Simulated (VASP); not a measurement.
# SrTiO3 (Pmm2) in VASP: a series of runs

The runs below take SrTiO3 through single point, with PBEsol.

Program: VASP 6.6.1. These are calculated values, not measurements. Logs are shortened: lines on timing, memory, paths and dates and some standing lists are left out, and cuts for length are marked.

**1. The cell of the first run**

It takes space group Pmm2 (No. 25, orthorhombic). The conventional cell has a = 3.787 Å, b = 3.891 Å, c = 3.787 Å, α = 90.00°, β = 90.00°, γ = 90.00°. Within 3.4 Å of Sr (site symmetry mm2) lie 12 O at 2.58 to 2.82 Å and 8 Ti at 3.29 to 3.33 Å. Ti (site symmetry mm2) has 6 O at 1.72 to 2.07 Å within 2.3 Å. Within 2.3 Å of O (site symmetry mm2) lie 2 Ti at 1.72 to 2.07 Å. Within 2.5 Å of O (site symmetry mm2) lie 2 Ti at 1.90 Å. O (site symmetry mm2) has 2 Ti at 1.95 Å and 2 Sr at 2.58 Å within 2.6 Å.

**2. Single point, PBEsol (atoms displaced along a vibrational mode, the cell strained)**

INCAR

```
SYSTEM = SrTiO3
PREC = Accurate ; ENCUT = 520
EDIFF = 1E-6 ; ISMEAR = 0
SIGMA = 0.05 ; LREAL = .FALSE.
LASPH = .TRUE. ; NELM = 60
ALGO = Normal ; ISIF = 2
LWAVE = .FALSE. ; LCHARG = .TRUE.
GGA = PS ; LELF = .TRUE.
LVHAR = .TRUE. ; NBANDS = 28
```

KPOINTS

```
Automatic mesh
0
G
  8 8 8
  0 0 0
```

POSCAR

```
SrTiO3
1.0
    3.7874816529      0.0000000000      0.0000000000
    0.0000000000      3.7874816529      0.0000000000
    0.0000000000      0.0000000000      3.8913815400
Sr Ti O
1 1 3
Direct
    0.0072188559      0.0000000000      0.0000000000
    0.5178206165      0.5000000000      0.5000000000
   -0.0291211991      0.5000000000      0.5000000000
    0.4681347103      0.0000000000      0.5000000000
    0.4681347103      0.5000000000      0.0000000000
```

Potentials or basis: VASP PAW PBE potentials, release 64 (Sr_sv, Ti_sv, O).

The run is started by

```
$ cat potpaw_PBE.64/Sr_sv/POTCAR potpaw_PBE.64/Ti_sv/POTCAR potpaw_PBE.64/O/POTCAR > POTCAR
$ mpirun -np 1 vasp_std > vasp.out
```

OUTCAR:

```text
SYSTEM = SrTiO3
   PREC = Accurate
   ENCUT = 520
   EDIFF = 1E-6
   ISMEAR = 0
   LREAL = .FALSE.
   LASPH = .TRUE.
   NELM = 60
   ISIF = 2
   GGA = PS

 ion  position               nearest neighbor table
   1  0.007  0.000  0.000-   5 2.58   5 2.58   4 2.61   4 2.61   3 2.72   3 2.72   3 2.72   3 2.72
                             5 2.78   5 2.78   4 2.82   4 2.82   2 3.29   2 3.29   2 3.29   2 3.29
   2  0.518  0.500  0.500-   3 1.72   4 1.90   4 1.90   5 1.95   5 1.95   3 2.07   1 3.29   1 3.29
                             1 3.29   1 3.29   1 3.33   1 3.33   1 3.33   1 3.33
   3  0.971  0.500  0.500-   2 1.72   2 2.07   1 2.72   1 2.72   1 2.72   1 2.72
   4  0.468  0.000  0.500-   2 1.90   2 1.90   1 2.61   1 2.61   1 2.82   1 2.82
   5  0.468  0.500  0.000-   2 1.95   2 1.95   1 2.58   1 2.58   1 2.78   1 2.78

  LATTYP: Found a simple tetragonal cell.
 ALAT       =     3.7874816529
 C/A-ratio  =     1.0274324463

  Lattice vectors:

 A1 = (   3.7874816529,   0.0000000000,   0.0000000000)
 A2 = (   0.0000000000,   3.7874816529,   0.0000000000)
 A3 = (   0.0000000000,   0.0000000000,   3.8913815400)

Analysis of symmetry for initial positions (statically):
=====================================================================
 Subroutine PRICEL returns:
 Original cell was already a primitive cell.

 Routine SETGRP: Setting up the symmetry group for a
 simple tetragonal supercell.

 Subroutine GETGRP returns: Found  4 space group operations
 (whereof  4 operations were pure point group operations)
 out of a pool of 16 trial point group operations.

The static configuration has the point symmetry C_2v.

Analysis of symmetry for dynamics (positions and initial velocities):
=====================================================================
 Subroutine PRICEL returns:
 Original cell was already a primitive cell.

 Routine SETGRP: Setting up the symmetry group for a
 simple tetragonal supercell.

 Subroutine GETGRP returns: Found  4 space group operations
 (whereof  4 operations were pure point group operations)
 out of a pool of 16 trial point group operations.

The dynamic configuration has the point symmetry C_2v.

 Subroutine INISYM returns: Found  4 space group operations
 (whereof  4 operations are pure point group operations),
 and found     1 'primitive' translations

----------------------------------------------------------------------------------------

                                     Primitive cell

  volume of cell :      55.8219

  direct lattice vectors                    reciprocal lattice vectors
     3.787481653  0.000000000  0.000000000     0.264027682  0.000000000  0.000000000
     0.000000000  3.787481653  0.000000000     0.000000000  0.264027682  0.000000000
     0.000000000  0.000000000  3.891381540     0.000000000  0.000000000  0.256978143

  length of vectors
     3.787481653  3.787481653  3.891381540     0.264027682  0.264027682  0.256978143

  position of ions in fractional coordinates (direct lattice)
     0.007218856  0.000000000  0.000000000
     0.517820617  0.500000000  0.500000000
     0.970878801  0.500000000  0.500000000
     0.468134710  0.000000000  0.500000000
     0.468134710  0.500000000  0.000000000

  ion indices of the primitive-cell ions
   primitive index   ion index
                 1           1
                 2           2
                 3           3
                 4           4
                 5           5

----------------------------------------------------------------------------------------

 KPOINTS: Automatic mesh

Automatic generation of k-mesh.
 Grid dimensions read from file:
 generate k-points for:    8    8    8

 Generating k-lattice:

  Cartesian coordinates                     Fractional coordinates (reciprocal lattice)
     0.033003460  0.000000000  0.000000000     0.125000000  0.000000000  0.000000000
     0.000000000  0.033003460  0.000000000     0.000000000  0.125000000  0.000000000
     0.000000000  0.000000000  0.032122268     0.000000000  0.000000000  0.125000000

  Length of vectors
     0.033003460  0.033003460  0.032122268

  Shift w.r.t. Gamma in fractional coordinates (k-lattice)
     0.000000000  0.000000000  0.000000000

 Subroutine IBZKPT returns following result:
 ===========================================

 Found    125 irreducible k-points:

 Following reciprocal coordinates:
            Coordinates               Weight
  0.000000  0.000000  0.000000      1.000000
  0.125000  0.000000  0.000000      2.000000
  0.000000  0.125000  0.000000      2.000000
  0.250000  0.000000  0.000000      2.000000
  0.000000  0.250000  0.000000      2.000000
  0.375000  0.000000  0.000000      2.000000
[... 16 lines left out ...]
  0.500000  0.375000  0.000000      2.000000
 -0.375000  0.500000  0.000000      2.000000
 [... further k-points ...]
   k-points           NKPTS =    125   k-points in BZ     NKDIM =    125   number of bands    NBANDS=     28
   number of dos      NEDOS =    301   number of ions     NIONS =      5
   total plane-waves  NPLWV =  23520
   dimension x,y,z NGX =    28 NGY =   28 NGZ =   30
   dimension x,y,z NGXF=    56 NGYF=   56 NGZF=   60
   ions per type =               1   1   3
   NGX,Y,Z   is equivalent  to a cutoff of  12.29, 12.29, 12.82 a.u.
   NGXF,Y,Z  is equivalent  to a cutoff of  24.58, 24.58, 25.63 a.u.
 SYSTEM =  SrTiO3
   PREC   = accura    normal or accurate (medium, high low for compatibility)
   ISTART =      0    job   : 0-new  1-cont  2-samecut
   ICHARG =      2    charge: 1-file 2-atom 10-const
   ISPIN  =      1    spin polarized calculation?
   LNONCOLLINEAR =      F non collinear calculations
   LSORBIT =      F    spin-orbit coupling
   LASPH  =      T    aspherical Exc in radial PAW
   ENCUT  =  520.0 eV  38.22 Ry    6.18 a.u.   7.04  7.04  7.24*2*pi/ulx,y,z
   NELM   =     60;   NELMIN=  2; NELMDL= -5     # of ELM steps
   EDIFF  = 0.1E-05   stopping-criterion for ELM
   LREAL  =      F    real-space projection
   EDIFFG = 0.1E-04   stopping-criterion for IOM
   NSW    =      0    number of steps for IOM
   IBRION =     -1    ionic relax: 0-MD 1-quasi-New 2-CG
   NFREE  =      0    steps in history (QN), initial steepest desc. (CG)
   ISIF   =      2    stress and relaxation
   ISYM   =      2    0-nonsym 1-usesym 2-fastsym
   POTIM  = 0.5000    time-step for ionic-motion
   TEBEG  =    0.0;   TEEND  =   0.0 temperature during run
   PSTRESS=    0.0 pullay stress
   NELECT =      40.0000    total number of electrons
   NUPDOWN=      -1.0000    fix difference up-down
   EMIN   =  10.00;   EMAX   =-10.00  energy-range for DOS
   EFERMI =   0.00;   METHOD = LEGACY
   ISMEAR =     0;   SIGMA  =   0.05  broadening in eV -4-tet -1-fermi 0-gaus
   EFERMI_NEDOS =   21; number of points for ismear=-14 and -15
   IALGO  =     38    algorithm
   IMIX   =      4    mixing-type and parameters
     AMIX     =   0.40;   BMIX     =  1.00
     AMIX_MAG =   1.60;   BMIX_MAG =  1.00
  volume/ion in A,a.u.               =      11.16        75.34
  Fermi-wavevector in a.u.,A,eV,Ry     =   1.464963  2.768378 29.199672  2.146115
  Thomas-Fermi vector in A             =   2.580876
   LORBIT       =      0    0 simple, 1 ext, 2 COOP (PROOUT), +10 PAW based schemes
   GGA     = PS    functional components
   LHFCALC =     F    Hartree Fock is set to
   AEXX    =    0.0000 exact exchange contribution
   IVDW    =     0    specifies the selected vdW correction
   LEPSILON=     F    determine dielectric tensor
   LRPA    =     F    only Hartree local field effects (RPA)
 non-spin polarized calculation
 Gauss-broadening in eV      SIGMA  =   0.05
  energy-cutoff  :      520.00
  volume of cell :       55.82
 maximum number of plane-waves:      1524
   NGX = 15   NGY = 15   NGZ = 15

 number of electron      40.0000006 magnetization

 Free energy of the ion-electron system (eV)
  ---------------------------------------------------
  ext. energy  EPLUGINS =         0.00000000
  ---------------------------------------------------
  free energy    TOTEN  =       -41.73030087 eV

  energy without entropy =      -41.73030087  energy(sigma->0) =      -41.73030087

 E-fermi :   4.9653     XC(G=0): -11.8740

 val. band max:        4.5809779657   @ k =   0.5000   0.5000   0.5000
 cond. band min:       6.6159527025   @ k =   0.0000   0.0000   0.0000
 fundamental gap:      2.0349747368
 Fermi energy:         4.9653150689

 k-point     1 :       0.0000    0.0000    0.0000
  band No.  band energies     occupation
      1     -51.1641      2.00000
      2     -27.8905      2.00000
      3     -27.7505      2.00000
      4     -27.5727      2.00000
      5     -27.5385      2.00000
      6     -13.0580      2.00000
[... 20 lines left out ...]
     27      10.2283      0.00000
     28      11.1441      0.00000

 k-point     2 :       0.1250    0.0000    0.0000
  band No.  band energies     occupation
      1     -51.1637      2.00000
      2     -27.9115      2.00000
      3     -27.7406      2.00000
      4     -27.5719      2.00000
      5     -27.5378      2.00000
      6     -13.0348      2.00000
[... 20 lines left out ...]
     27      10.5801      0.00000
     28      11.5876      0.00000

 k-point     3 :       0.0000    0.1250    0.0000
  band No.  band energies     occupation
      1     -51.1637      2.00000
      2     -27.8962      2.00000
      3     -27.7504      2.00000
      4     -27.5769      2.00000
      5     -27.5378      2.00000
      6     -13.0677      2.00000
[... 20 lines left out ...]
     27      10.5214      0.00000
     28      11.5124      0.00000

 k-point     4 :       0.2500    0.0000    0.0000
  band No.  band energies     occupation
      1     -51.1628      2.00000
      2     -27.9575      2.00000
      3     -27.7209      2.00000
      4     -27.5701      2.00000
      5     -27.5359      2.00000
      6     -13.0670      2.00000
[... 578 lines left out ...]
     27      13.5116      0.00000
     28      13.9295      0.00000

 k-point    23 :       0.5000    0.3750    0.0000
  band No.  band energies     occupation
      1     -51.1592      2.00000
      2     -27.9078      2.00000
      3     -27.7797      2.00000
      4     -27.6629      2.00000
      5     -27.5294      2.00000
      6     -12.4881      2.00000
[... 20 lines left out ...]
     27      13.7687      0.00000
     28      13.9649      0.00000

 k-point    24 :      -0.3750    0.5000    0.0000
  band No.  band energies     occupation
      1     -51.1592      2.00000
      2     -27.8468      2.00000
      3     -27.8451      2.00000
      4     -27.6580      2.00000
      5     -27.5295      2.00000
      6     -12.5451      2.00000
[... 20 lines left out ...]
     27      13.6580      0.00000
     28      14.2032      0.00000

 [... further k-points ...]

------------------------ aborting loop because EDIFF is reached ----------------------------------------

  FORCE on cell =-STRESS in cart. coord.  units (eV):
  Direction    XX          YY          ZZ          XY          YZ          ZX
  --------------------------------------------------------------------------------------
  -------------------------------------------------------------------------------------
  Total        8.4408509      5.1327352      2.4177973      0.0000000      0.0000000      0.0000000
  in kB      242.2656957    147.3175723     69.3945856      0.0000000      0.0000000      0.0000000
  external PRESSURE =     152.9926179 kB  Pullay stress =       0.0000000 kB

 VOLUME and BASIS-vectors are now :
 -----------------------------------------------------------------------------
  energy-cutoff  :      520.00
  volume of cell :       55.82
      direct lattice vectors                 reciprocal lattice vectors
     3.787481653  0.000000000  0.000000000     0.264027682  0.000000000  0.000000000
     0.000000000  3.787481653  0.000000000     0.000000000  0.264027682  0.000000000
     0.000000000  0.000000000  3.891381540     0.000000000  0.000000000  0.256978143

 POSITION                                       TOTAL-FORCE (eV/Angst)
 -----------------------------------------------------------------------------------
      0.02734      0.00000      0.00000        -0.072634      0.000000      0.000000
      1.96124      1.89374      1.94569        -2.165756      0.000000      0.000000
      3.67719      1.89374      1.94569         2.081435      0.000000      0.000000
      1.77305      0.00000      1.94569        -0.023288      0.000000      0.000000
      1.77305      1.89374      0.00000         0.180243      0.000000      0.000000
 -----------------------------------------------------------------------------------
    total drift:                                0.001084      0.000000      0.000006

  FREE ENERGIE OF THE ION-ELECTRON SYSTEM (eV)
  ---------------------------------------------------
  free  energy   TOTEN  =       -41.7303008728 eV

  energy  without entropy=      -41.7303008728  energy(sigma->0) =      -41.73030087
```

Run time: 5.9 min. Hardware: 1 thread of Intel Xeon 8259CL, shared host; peak memory 0.28 GiB.

Results:

```
Free energy            : -41.7303 eV
Pressure               : 15.3 GPa
Largest force          : 2.166 eV/Å
Band gap on the k mesh : 2.04 eV (least direct gap 2.62 eV)
```

Forces in eV/Å, atoms in the order of the input:
```
Sr  -0.073  0.000  0.000
Ti  -2.166  0.000  0.000
O    2.081  0.000  0.000
O   -0.023  0.000  0.000
O    0.180  0.000  0.000
```

Stress tensor (GPa, compression positive):
```
24.23  0.00  0.00
 0.00 14.73  0.00
 0.00  0.00  6.94
```

Caveat: the cell differs from its parent crystal (atoms displaced along a vibrational mode, the cell strained); the stress differs along the axes, from 7 to 24 GPa; the PAW data sets were made with another functional, which shifts forces and pressure a little.

**3. Single point, PBEsol (atoms displaced along a vibrational mode, the cell strained)**

INCAR

```
PREC = Accurate
ENCUT = 520
EDIFF = 1E-6
ISMEAR = 0
SIGMA = 0.05
LREAL = F
LASPH = T
NELM = 80
ALGO = Normal
ISIF = 2
LWAVE = F
LCHARG = T
GGA = PS
LELF = T
LVHAR = T
NBANDS = 28
```

KPOINTS

```
Automatic mesh
0
Gamma
  8 8 8
```

POSCAR, as its differences from that of step 2:

```diff
@@ -2,4 +2,4 @@
 1.0
-    3.7874816529      0.0000000000      0.0000000000
-    0.0000000000      3.7874816529      0.0000000000
+    3.8396261655      0.0000000000      0.0000000000
+    0.0000000000      3.8396261655      0.0000000000
     0.0000000000      0.0000000000      3.8913815400
```

Potentials or basis: VASP PAW PBE potentials, release 64 (Sr_sv, Ti_sv, O).

The run is started by

```
$ cat potpaw_PBE.64/Sr_sv/POTCAR potpaw_PBE.64/Ti_sv/POTCAR potpaw_PBE.64/O/POTCAR > POTCAR
$ mpirun -np 1 vasp_std > vasp.out
```

Run time: 7.7 min. Hardware: 1 thread of Intel Xeon 8259CL, shared host; peak memory 0.29 GiB.

It converged, with:

- Free energy: -41.8799 eV
- Pressure: 8.7 GPa
- Largest force: 1.699 eV/Å
- Band gap on the k mesh: 1.98 eV (least direct gap 2.58 eV)

Forces in eV/Å, atoms in the order of the input:
```
Sr  -0.004  0.000  0.000
Ti  -1.699  0.000  0.000
O    1.509  0.000  0.000
O    0.052  0.000  0.000
O    0.142  0.000  0.000
```

Stress tensor (GPa, compression positive):
```
15.45  0.00  0.00
 0.00  7.13  0.00
 0.00  0.00  3.66
```

Levels at points of the mesh, in eV from the valence-band top:
```tsv
k point	band 16	band 17	band 18	band 19	band 20	band 21	band 22	band 23	band 24	band 25
(0.00, 0.00, 0.00)	-1.69	-1.32	-0.71	-0.61	-0.60	1.98	2.64	2.70	4.80	5.04
(0.50, 0.00, 0.00)	-2.67	-2.47	-2.24	-0.70	-0.69	2.19	4.38	4.40	4.81	7.27
(0.00, 0.50, 0.00)	-2.47	-2.26	-2.24	-1.32	-1.01	2.79	4.02	4.15	5.01	6.78
(0.50, 0.50, 0.00)	-3.05	-1.69	-1.57	-1.54	-0.23	4.08	4.39	4.59	5.71	7.92
(0.00, 0.00, 0.50)	-2.32	-2.26	-2.16	-1.33	-1.00	2.83	3.89	4.03	5.12	6.70
(0.50, 0.00, 0.50)	-2.92	-1.66	-1.64	-1.62	-0.28	3.96	4.41	4.53	5.86	7.84
(0.00, 0.50, 0.50)	-3.02	-1.88	-1.87	-1.69	-0.11	4.04	4.17	4.49	5.59	7.93
(0.50, 0.50, 0.50)	-3.95	-3.75	-0.18	-0.15	0.00	4.68	4.79	4.84	6.72	7.02
```

Caveat: the cell differs from its parent crystal (atoms displaced along a vibrational mode, the cell strained); the stress differs along the axes, from 4 to 15 GPa; the PAW data sets were made with another functional, which shifts forces and pressure a little.

**4. Single point, PBEsol (atoms displaced along a vibrational mode, the cell strained)**

INCAR

```
SYSTEM = SrTiO3
PREC     = Accurate       ! precision mode
ENCUT    = 520            ! plane-wave cutoff, eV
EDIFF    = 1E-6           ! SCF threshold, eV
ISMEAR   = 0              ! smearing method
SIGMA    = 0.05           ! smearing width, eV
LREAL    = .FALSE.        ! projectors in reciprocal space
LASPH    = .TRUE.         ! aspherical terms in the spheres
NELM     = 100            ! most SCF steps
ALGO     = Normal         ! electronic algorithm
ISIF     = 2              ! what is computed and relaxed
LWAVE    = .FALSE.        ! write WAVECAR
LCHARG   = .FALSE.        ! write CHGCAR
GGA      = PS             ! functional
NBANDS   = 28             ! bands
```

KPOINTS

```
regular mesh
0
G
  8 8 8
  0 0 0
```

POSCAR, as its differences from that of step 3:

```diff
@@ -2,4 +2,4 @@
 1.0
-    3.8396261655      0.0000000000      0.0000000000
-    0.0000000000      3.8396261655      0.0000000000
+    3.9952814271      0.0000000000      0.0000000000
+    0.0000000000      3.9952814271      0.0000000000
     0.0000000000      0.0000000000      3.8913815400
```

The run is started by

```
$ cat potpaw_PBE.64/Sr_sv/POTCAR potpaw_PBE.64/Ti_sv/POTCAR potpaw_PBE.64/O/POTCAR > POTCAR
$ mpirun -np 1 vasp_std > vasp.out
```

It took 5.1 min on 1 thread of Intel Xeon 8259CL, shared host; peak memory 0.33 GiB.

It converged, with:

```
Free energy            : -41.9307 eV
Pressure               : -6.0 GPa
Largest force          : 0.555 eV/Å
Band gap on the k mesh : 1.82 eV (least direct gap 2.45 eV)
```

Forces in eV/Å, atoms in the order of the input:
```
Sr   0.158  0.000  0.000
Ti  -0.555  0.000  0.000
O    0.122  0.000  0.000
O    0.198  0.000  0.000
O    0.076  0.000  0.000
```

Stress tensor (GPa, compression positive):
```
-4.01  0.00  0.00
 0.00 -9.44  0.00
 0.00  0.00 -4.43
```

Levels at points of the mesh, in eV from the valence-band top:
```tsv
k point	band 17	band 18	band 19	band 20	band 21	band 22	band 23	band 24
(0.00, 0.00, 0.00)	-1.26	-0.80	-0.64	-0.63	1.82	2.35	2.45	4.22
(0.50, 0.00, 0.00)	-2.40	-2.01	-0.73	-0.71	1.97	3.77	3.81	4.25
(0.00, 0.50, 0.00)	-2.12	-2.00	-1.36	-1.05	2.56	3.47	3.57	4.48
(0.50, 0.50, 0.00)	-1.73	-1.67	-1.64	-0.32	3.51	3.82	3.96	5.26
(0.00, 0.00, 0.50)	-2.22	-2.04	-1.33	-1.08	2.49	3.69	3.79	4.31
(0.50, 0.00, 0.50)	-1.75	-1.53	-1.50	-0.25	3.74	3.79	4.09	4.98
(0.00, 0.50, 0.50)	-1.84	-1.77	-1.75	-0.09	3.58	3.80	4.08	4.76
(0.50, 0.50, 0.50)	-3.65	-0.24	-0.19	0.00	4.16	4.22	4.28	6.36
```

Caveat: the cell differs from its parent crystal (atoms displaced along a vibrational mode, the cell strained); the stress differs along the axes, from -9 to -4 GPa; the PAW data sets were made with another functional, which shifts forces and pressure a little.

(Continued in part 2 of 2.)
